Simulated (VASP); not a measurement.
CdO3, 8 atoms in the cell. The structure is tetragonal, space group P4/nmm (No. 129). The conventional cell has a = 3.282 Å, b = 3.282 Å, c = 10.889 Å, α = 90.00°, β = 90.00°, γ = 90.00°. Cd (site symmetry 4mm) has 5 O at 2.32 to 2.42 Å within 3.1 Å. O (site symmetry 4mm) has 1 O at 1.22 Å within 1.6 Å. Within 1.6 Å of O (site symmetry 4mm) lie 1 O at 1.22 Å. Within 3.1 Å of O (site symmetry 4mm) lie 5 Cd at 2.32 to 2.42 Å. 

* Program: VASP 6.6.1
* Task: single point
* Functional: PBE
* Potentials or basis: VASP PAW PBE potentials, release 64 (Cd, O)
* Cutoff: 520 eV
* k mesh: 12 × 12 × 4
* Occupations: gaussian, width 0.01 eV
* Spin: no spin polarisation
* Dipole correction: no
* Further INCAR settings: ALGO = Normal; EDIFF = 1e-06; NBANDS = 40

Potentials or basis: VASP PAW PBE potentials, release 64 (Cd, O).

Command:

```bash
$ cat potpaw_PBE.64/Cd/POTCAR potpaw_PBE.64/O/POTCAR > POTCAR
$ mpirun -np 1 vasp_std > vasp.out
```

Hardware: 1 thread of Intel(R) Xeon(R) Platinum 8259CL CPU @ 2.50GHz (Skylake/Cascade Lake), on a shared host.

How long does it take, and how much memory?

Wall time 5.8 min on 1 thread of Intel(R) Xeon(R) Platinum 8259CL CPU @ 2.50GHz (Skylake/Cascade Lake) (shared host), peak memory 0.41 GiB. Counts: scf iterations 20, k points 84.
